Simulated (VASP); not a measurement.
# Tc (P6_3/mmc) in VASP: a series of runs

Tc is run at these levels: PBEsol; tasks: single point, relaxation of cell and atoms.

Program: VASP 6.6.1. These are calculated values, not measurements. Logs are shortened: lines on timing, memory, paths and dates and some standing lists are left out, and cuts for length are marked.

## 1. The cell of the first run

It takes space group P6_3/mmc (No. 194, hexagonal). The conventional cell has a = 2.716 Å, b = 2.716 Å, c = 4.358 Å, α = 90.00°, β = 90.00°, γ = 120.00°. Within 3.5 Å of Tc (site symmetry -6m2) lie 12 Tc at 2.68 to 2.72 Å.

## 2. Single point, PBEsol

INCAR

```
PREC = Accurate
ENCUT = 520
EDIFF = 1E-7
ISMEAR = -1
SIGMA = 0.05
LREAL = F
LASPH = T
NELM = 100
ALGO = Normal
ISIF = 2
LWAVE = F
LCHARG = F
GGA = PS
NBANDS = 20
```

KPOINTS

```
regular mesh
0
Gamma
  11 11 6
```

POSCAR

```
Tc
1.0
    2.7155905718      0.0000000000      0.0000000000
   -1.3577952859      2.3517704214      0.0000000000
    0.0000000000      0.0000000000      4.3578877641
Tc
2
Direct
    0.6666666667      0.3333333333      0.7500000000
    0.3333333333      0.6666666667      0.2500000000
```

Potentials or basis: VASP PAW PBE potentials, release 64 (Tc_pv).

Run with:

```sh
> cat potpaw_PBE.64/Tc_pv/POTCAR > POTCAR
> mpirun -np 1 vasp_std > vasp.out
```

OUTCAR:

```text
PREC = Accurate
   ENCUT = 520
   EDIFF = 1E-7
   ISMEAR = -1
   LREAL = F
   LASPH = T
   NELM = 100
   ISIF = 2
   GGA = PS

 ion  position               nearest neighbor table
   1  0.667  0.333  0.750-   2 2.68   2 2.68   2 2.68   2 2.68   2 2.68   2 2.68
   2  0.333  0.667  0.250-   1 2.68   1 2.68   1 2.68   1 2.68   1 2.68   1 2.68

  LATTYP: Found a hexagonal cell.
 ALAT       =     2.7155905718
 C/A-ratio  =     1.6047661269

  Lattice vectors:

 A1 = (   2.7155905718,   0.0000000000,   0.0000000000)
 A2 = (  -1.3577952859,   2.3517704214,   0.0000000000)
 A3 = (   0.0000000000,   0.0000000000,   4.3578877641)

Analysis of symmetry for initial positions (statically):
=====================================================================
 Subroutine PRICEL returns:
 Original cell was already a primitive cell.

 Routine SETGRP: Setting up the symmetry group for a
 hexagonal supercell.

 Subroutine GETGRP returns: Found 24 space group operations
 (whereof 12 operations were pure point group operations)
 out of a pool of 24 trial point group operations.

The static configuration has the point symmetry D_3d.
 The point group associated with its full space group is D_6h.

Analysis of symmetry for dynamics (positions and initial velocities):
=====================================================================
 Subroutine PRICEL returns:
 Original cell was already a primitive cell.

 Routine SETGRP: Setting up the symmetry group for a
 hexagonal supercell.

 Subroutine GETGRP returns: Found 24 space group operations
 (whereof 12 operations were pure point group operations)
 out of a pool of 24 trial point group operations.

The dynamic configuration has the point symmetry D_3d.
 The point group associated with its full space group is D_6h.

 Subroutine INISYM returns: Found 24 space group operations
 (whereof 12 operations are pure point group operations),
 and found     1 'primitive' translations

----------------------------------------------------------------------------------------

                                     Primitive cell

  volume of cell :      27.8314

  direct lattice vectors                    reciprocal lattice vectors
     2.715590572  0.000000000  0.000000000     0.368244024  0.212605786  0.000000000
    -1.357795286  2.351770421  0.000000000     0.000000000  0.425211573  0.000000000
     0.000000000  0.000000000  4.357887764     0.000000000  0.000000000  0.229468966

  length of vectors
     2.715590572  2.715590572  4.357887764     0.425211573  0.425211573  0.229468966

  position of ions in fractional coordinates (direct lattice)
     0.666666667  0.333333333  0.750000000
     0.333333333  0.666666667  0.250000000

  ion indices of the primitive-cell ions
   primitive index   ion index
                 1           1
                 2           2

----------------------------------------------------------------------------------------

 KPOINTS: regular mesh

Automatic generation of k-mesh.
 Grid dimensions read from file:
 generate k-points for:   11   11    6

 Generating k-lattice:

  Cartesian coordinates                     Fractional coordinates (reciprocal lattice)
     0.033476729  0.019327799  0.000000000     0.090909091 -0.000000000  0.000000000
     0.000000000  0.038655598  0.000000000     0.000000000  0.090909091  0.000000000
     0.000000000  0.000000000  0.038244828     0.000000000  0.000000000  0.166666667

  Length of vectors
     0.038655598  0.038655598  0.038244828

  Shift w.r.t. Gamma in fractional coordinates (k-lattice)
     0.000000000  0.000000000  0.000000000

 Subroutine IBZKPT returns following result:
 ===========================================

 Found     64 irreducible k-points:

 Following reciprocal coordinates:
            Coordinates               Weight
  0.000000  0.000000  0.000000      1.000000
  0.090909 -0.000000  0.000000      6.000000
  0.181818 -0.000000  0.000000      6.000000
  0.272727 -0.000000  0.000000      6.000000
  0.363636 -0.000000  0.000000      6.000000
  0.454545 -0.000000  0.000000      6.000000
[... 16 lines left out ...]
  0.090909  0.090909  0.166667     12.000000
  0.181818  0.090909  0.166667     24.000000
 [... further k-points ...]
   k-points           NKPTS =     64   k-points in BZ     NKDIM =     64   number of bands    NBANDS=     20
   number of dos      NEDOS =    301   number of ions     NIONS =      2
   total plane-waves  NPLWV =  12800
   dimension x,y,z NGX =    20 NGY =   20 NGZ =   32
   dimension x,y,z NGXF=    40 NGYF=   40 NGZF=   64
   ions per type =               2
   NGX,Y,Z   is equivalent  to a cutoff of  12.24, 12.24, 12.21 a.u.
   NGXF,Y,Z  is equivalent  to a cutoff of  24.49, 24.49, 24.41 a.u.
 SYSTEM =  unknown system
   PREC   = accura    normal or accurate (medium, high low for compatibility)
   ISTART =      0    job   : 0-new  1-cont  2-samecut
   ICHARG =      2    charge: 1-file 2-atom 10-const
   ISPIN  =      1    spin polarized calculation?
   LNONCOLLINEAR =      F non collinear calculations
   LSORBIT =      F    spin-orbit coupling
   LASPH  =      T    aspherical Exc in radial PAW
   ENCUT  =  520.0 eV  38.22 Ry    6.18 a.u.   5.05  5.05  8.10*2*pi/ulx,y,z
   NELM   =    100;   NELMIN=  2; NELMDL= -5     # of ELM steps
   EDIFF  = 0.1E-06   stopping-criterion for ELM
   LREAL  =      F    real-space projection
   EDIFFG = 0.1E-05   stopping-criterion for IOM
   NSW    =      0    number of steps for IOM
   IBRION =     -1    ionic relax: 0-MD 1-quasi-New 2-CG
   NFREE  =      0    steps in history (QN), initial steepest desc. (CG)
   ISIF   =      2    stress and relaxation
   ISYM   =      2    0-nonsym 1-usesym 2-fastsym
   POTIM  = 0.5000    time-step for ionic-motion
   TEBEG  =    0.0;   TEEND  =   0.0 temperature during run
   PSTRESS=    0.0 pullay stress
   NELECT =      26.0000    total number of electrons
   NUPDOWN=      -1.0000    fix difference up-down
   EMIN   =  10.00;   EMAX   =-10.00  energy-range for DOS
   EFERMI =   0.00;   METHOD = LEGACY
   ISMEAR =    -1;   SIGMA  =   0.05  broadening in eV -4-tet -1-fermi 0-gaus
   EFERMI_NEDOS =   21; number of points for ismear=-14 and -15
   IALGO  =     38    algorithm
   IMIX   =      4    mixing-type and parameters
     AMIX     =   0.40;   BMIX     =  1.00
     AMIX_MAG =   1.60;   BMIX_MAG =  1.00
  volume/ion in A,a.u.               =      13.92        93.91
  Fermi-wavevector in a.u.,A,eV,Ry     =   1.600372  3.024264 34.847099  2.561190
  Thomas-Fermi vector in A             =   2.697518
   LORBIT       =      0    0 simple, 1 ext, 2 COOP (PROOUT), +10 PAW based schemes
   GGA     = PS    functional components
   LHFCALC =     F    Hartree Fock is set to
   AEXX    =    0.0000 exact exchange contribution
   IVDW    =     0    specifies the selected vdW correction
   LEPSILON=     F    determine dielectric tensor
   LRPA    =     F    only Hartree local field effects (RPA)
 non-spin polarized calculation
  energy-cutoff  :      520.00
  volume of cell :       27.83
 maximum number of plane-waves:       772
   NGX = 11   NGY = 11   NGZ = 17

 number of electron      26.0000004 magnetization

 Free energy of the ion-electron system (eV)
  ---------------------------------------------------
  ext. energy  EPLUGINS =         0.00000000
  ---------------------------------------------------
  free energy    TOTEN  =       -22.54107387 eV

  energy without entropy =      -22.52463360  energy(sigma->0) =      -22.53285374

 E-fermi :  12.9804     XC(G=0): -14.1069

 val. band max:       12.9681953809   @ k =   0.0909   0.0909   0.0000
 cond. band min:      12.9835522226   @ k =   0.3636   0.2727   0.5000
 fundamental gap:      0.0153568417
 Fermi energy:        12.9803502943

 k-point     1 :       0.0000    0.0000    0.0000
  band No.  band energies     occupation
      1     -26.4732      2.00000
      2     -25.2582      2.00000
      3     -25.2582      2.00000
      4     -25.0550      2.00000
      5     -25.0550      2.00000
      6     -25.0091      2.00000
[... 12 lines left out ...]
     19      24.4006      0.00000
     20      27.2982      0.00000

 k-point     2 :       0.0909   -0.0000    0.0000
  band No.  band energies     occupation
      1     -26.4364      2.00000
      2     -25.3420      2.00000
      3     -25.2853      2.00000
      4     -25.1417      2.00000
      5     -25.0666      2.00000
      6     -25.0246      2.00000
[... 12 lines left out ...]
     19      24.3584      0.00000
     20      27.9400      0.00000

 k-point     3 :       0.1818   -0.0000    0.0000
  band No.  band energies     occupation
      1     -26.3319      2.00000
      2     -25.5661      2.00000
      3     -25.3672      2.00000
      4     -25.3552      2.00000
      5     -25.0999      2.00000
      6     -25.0718      2.00000
[... 12 lines left out ...]
     19      24.1591      0.00000
     20      29.1168      0.00000

 k-point     4 :       0.2727   -0.0000    0.0000
  band No.  band energies     occupation
      1     -26.1772      2.00000
      2     -25.8579      2.00000
      3     -25.6485      2.00000
      4     -25.4422      2.00000
      5     -25.1509      2.00000
      6     -25.1468      2.00000
[... 12 lines left out ...]
     19      23.8278      0.00000
     20      27.5096      0.00000

 k-point     5 :       0.3636   -0.0000    0.0000
  band No.  band energies     occupation
      1     -26.1231      2.00000
      2     -26.0026      2.00000
      3     -25.8953      2.00000
      4     -25.5190      2.00000
      5     -25.2555      2.00000
      6     -25.1917      2.00000
[... 12 lines left out ...]
     19      24.1094      0.00000
     20      24.9133      0.00000
[... 353 lines left out ...]
      6     -25.2141      2.00000
[... 12 lines left out ...]
     19      24.9655      0.00000
     20      26.0966      0.00000

 k-point    22 :       0.4545   -0.0000    0.1667
  band No.  band energies     occupation
      1     -26.3375      2.00000
      2     -26.1117      2.00000
      3     -25.7501      2.00000
      4     -25.5410      2.00000
      5     -25.3268      2.00000
      6     -25.2426      2.00000
[... 12 lines left out ...]
     19      24.4808      0.00000
     20      25.6146      0.00000

 k-point    23 :       0.0909    0.0909    0.1667
  band No.  band energies     occupation
      1     -26.2942      2.00000
      2     -25.4530      2.00000
      3     -25.3991      2.00000
      4     -25.2893      2.00000
      5     -25.1185      2.00000
      6     -25.0929      2.00000
[... 12 lines left out ...]
     19      25.4721      0.00000
     20      28.4427      0.00000

 k-point    24 :       0.1818    0.0909    0.1667
  band No.  band energies     occupation
      1     -26.2025      2.00000
      2     -25.6800      2.00000
      3     -25.6171      2.00000
      4     -25.3888      2.00000
      5     -25.1816      2.00000
      6     -25.1354      2.00000
[... 12 lines left out ...]
     19      25.4193      0.00000
     20      28.8459      0.00000

 [... further k-points ...]
[... 5 lines left out ...]
  --------------------------------------------------------------------------------------
  -------------------------------------------------------------------------------------
  Total        0.2271454      0.2271454      0.2230769      0.0000000      0.0000000      0.0000000
  in kB       13.0761295     13.0761295     12.8419183      0.0000000      0.0000000      0.0000000
  external PRESSURE =      12.9980591 kB  Pullay stress =       0.0000000 kB

 VOLUME and BASIS-vectors are now :
 -----------------------------------------------------------------------------
  energy-cutoff  :      520.00
  volume of cell :       27.83
      direct lattice vectors                 reciprocal lattice vectors
     2.715590572  0.000000000  0.000000000     0.368244024  0.212605786  0.000000000
    -1.357795286  2.351770421  0.000000000     0.000000000  0.425211573  0.000000000
     0.000000000  0.000000000  4.357887764     0.000000000  0.000000000  0.229468966

 POSITION                                       TOTAL-FORCE (eV/Angst)
 -----------------------------------------------------------------------------------
      1.35780      0.78392      3.26842         0.000000      0.000000      0.000000
     -0.00000      1.56785      1.08947        -0.000000     -0.000000      0.000000
 -----------------------------------------------------------------------------------
    total drift:                               -0.000000      0.000000     -0.000000

  FREE ENERGIE OF THE ION-ELECTRON SYSTEM (eV)
  ---------------------------------------------------
  free  energy   TOTEN  =       -22.5410738707 eV

  energy  without entropy=      -22.5246336029  energy(sigma->0) =      -22.53285374
```

Run time: 18 s. Hardware: 1 thread of Intel Xeon 6975P-C, shared host; peak memory 0.15 GiB.

Results:

```yaml
Free_energy: -22.5411 eV
Pressure: 1.3 GPa
Band_gap_on_the_k_mesh: zero (band 13 reaches 14.48 eV, above the bottom of band 14 at 11.23 eV)
```

Caveat: the PAW data sets were made with another functional, which shifts forces and pressure a little.

## 3. Relaxation of cell and atoms, PBEsol

This run uses another cell than the first one, of 14.30 Å³/atom, 1.027 times its volume.

INCAR

```
PREC     = Accurate       # precision mode
ENCUT    = 600            # plane-wave cutoff, eV
EDIFF    = 1E-6           # SCF threshold, eV
ISMEAR   = -1             # smearing method
SIGMA    = 0.05           # smearing width, eV
LREAL    = F              # projectors in reciprocal space
LASPH    = T              # aspherical terms in the spheres
NELM     = 60             # most SCF steps
ALGO     = Fast           # electronic algorithm
ISIF     = 3              # what is computed and relaxed
LWAVE    = F              # write WAVECAR
LCHARG   = F              # write CHGCAR
GGA      = PS             # functional
IBRION   = 2              # ionic algorithm
NSW      = 60             # ionic steps
EDIFFG   = -0.01          # ionic threshold
```

KPOINTS

```
Automatic mesh
0
Gamma
  11 11 6
```

POSCAR

```
Tc
1.0
    2.7400000000      0.0000000000      0.0000000000
   -1.3700000000      2.3729096064      0.0000000000
    0.0000000000      0.0000000000      4.3980000000
Tc
2
Direct
    0.6666666667      0.3333333333      0.7500000000
    0.3333333333      0.6666666667      0.2500000000
```

Potentials or basis: VASP PAW PBE potentials, release 64 (Tc_pv).

Run with:

```sh
> cat potpaw_PBE.64/Tc_pv/POTCAR > POTCAR
> mpirun -np 1 vasp_std > vasp.out
```

Wall time 72 s (1 thread of Intel Xeon 6975P-C, shared host); peak memory 0.18 GiB.

It converged, with:

```
Free energy                            : -22.5430 eV
Relaxed volume                         : 13.98 Å³/atom
Relaxed cell                           : a = 2.719 Å, b = 2.719 Å, c = 4.364 Å, α = 90.00°, β = 90.00°, γ = 120.00°
Space group after relaxing (to 0.05 Å) : P6_3/mmc (No. 194)
Energy gained by relaxing              : 7.3 meV/atom
Ionic steps                            : 4
Pressure after relaxing                : 0.0 GPa
Band gap on the k mesh                 : zero (band 13 reaches 14.40 eV, above the bottom of band 14 at 11.17 eV)
```

Step by step:
```csv
step,energy change (eV),largest force (eV/Å),pressure (GPa),volume (Å³)
1,0.0000,0.0000,-7.08,28.59
2,0.1342,0.0000,26.94,26.06
3,-0.0145,0.0000,-0.21,27.97
4,-0.0145,0.0000,0.01,27.95
```

Final structure:
```
Tc
1.0
     2.71942    0.00000    0.00000
    -1.35971    2.35509    0.00000
     0.00000    0.00000    4.36444
Tc
2
Direct
  0.66667 0.33333 0.75000
  0.33333 0.66667 0.25000
```

Levels at points of the mesh, in eV from the Fermi level:
```tsv
k point	band 10	band 11	band 12	band 13	band 14	band 15	band 16	band 17
(0.00, 0.00, 0.00)	-1.60	-1.53	-0.86	-0.86	-0.11	-0.11	1.71	2.64
(0.00, 0.00, 0.50)	-1.93	-1.74	-1.74	-1.74	-1.74	1.95	1.95	1.95
```

Caveat: the PAW data sets were made with another functional, which shifts forces and pressure a little.
